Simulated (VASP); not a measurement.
Input of a VASP 6.6.1 run:

The input INCAR:

```
  PREC = Accurate
  ENCUT = 520
  EDIFF = 1E-6
  ISMEAR = 0
  SIGMA = 0.05
  LREAL = False
  LASPH = True
  NELM = 100
  ALGO = Normal
  ISIF = 2
  LWAVE = False
  LCHARG = False
  NBANDS = 15
```

File KPOINTS:

```
regular mesh
0
Gamma
  6 6 6
```

POSCAR

```
RbBr
1.0
    0.0000000000      3.1533000000      3.1533000000
    3.1533000000      0.0000000000      3.1533000000
    3.1533000000      3.1533000000      0.0000000000
Rb Br
1 1
Direct
    0.0000000000      0.0000000000      0.0000000000
    0.5000000000      0.5000000000      0.5000000000
```

Potentials or basis: VASP PAW LDA potentials, release 64 (Rb_sv, Br).

The run is started by

```sh
$ cat potpaw_LDA.64/Rb_sv/POTCAR potpaw_LDA.64/Br/POTCAR > POTCAR
$ mpirun -np 1 vasp_std > vasp.out
```

**Question.** Estimate the band gap on the k mesh.

**Answer.** 4.67 eV, direct.

**Question.** Estimate the pressure.

**Answer.** 4.9 GPa.

Caveat: the cell differs from its parent crystal (strain -0.080 along x and y, -0.080 along z). A k mesh can miss the band edges.
